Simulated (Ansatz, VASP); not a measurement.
## W in VASP and in Ansatz

```xyz
1
Lattice="0.0000 1.9651 1.9651 1.9651 0.0000 1.9651 1.9651 1.9651 0.0000" Properties=species:S:1:pos:R:3 pbc="T T T"
W     0.0000    0.0000    0.0000
```

Alike in both runs: task single point; functional LDA; k mesh 22 × 22 × 22; occupations gaussian, width 0.15 eV; no spin polarisation.

```csv
,VASP,Ansatz
version,VASP 6.6.1,Ansatz 0.2.0
potentials or method,"VASP PAW LDA potentials, release 64 (W_sv), cutoff 520 eV","scalar-relativistic, plane waves, PAW"
valence electrons in the cell,14,14
```

```csv
,VASP,Ansatz,Ansatz less VASP
gap on the k mesh at the Fermi level (eV),none,none,-
pressure (GPa),12.9,10.9,-2.02
```

Ansatz warns that its potentials were made for another functional, while VASP's fit it. LDA's correlation is that of Perdew and Zunger in VASP and of Perdew and Wang (1992) in Ansatz. A gap of «none» marks a metal or a gap that the smearing closes.

Neither program's run includes spin-orbit coupling.
